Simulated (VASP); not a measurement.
Hf, 2 atoms in the cell. It takes space group P6_3/mmc (No. 194, hexagonal). The conventional cell has a = 3.197 Å, b = 3.197 Å, c = 5.058 Å, α = 90.00°, β = 90.00°, γ = 120.00°. Within 4.1 Å of Hf (site symmetry -6m2) lie 12 Hf at 3.13 to 3.20 Å. 

| Item | Value |
| --- | --- |
| Program | VASP 6.6.1 |
| Task | single point |
| Functional | PBEsol |
| Potentials or basis | VASP PAW PBE potentials, release 64 (Hf_pv) |
| Cutoff | 520 eV |
| k mesh | 7 × 7 × 4 |
| Occupations | fermi-dirac, width 0.05 eV |
| Spin | non-collinear spin, zero start, spin-orbit coupling |
| Starting moments | [[0.0, 0.0, 0.0], [0.0, 0.0, 0.0]] μB |
| Dipole correction | no |
| Further INCAR settings | ALGO = Normal; EDIFF = 1e-07; NBANDS = 32 |

Potentials or basis: VASP PAW PBE potentials, release 64 (Hf_pv).

Run with:

```bash
$ cat potpaw_PBE.64/Hf_pv/POTCAR > POTCAR
$ mpirun -np 1 vasp_ncl > vasp.out
```

Hardware: 1 thread of Intel(R) Xeon(R) Platinum 8488C (Sapphire Rapids), on a shared host.

Task: How long does it take, and how much memory?

Result: It took 72 s on 1 thread of Intel(R) Xeon(R) Platinum 8488C (Sapphire Rapids) (shared host), peak memory 0.27 GiB. Counts: scf iterations 14, k points 24.
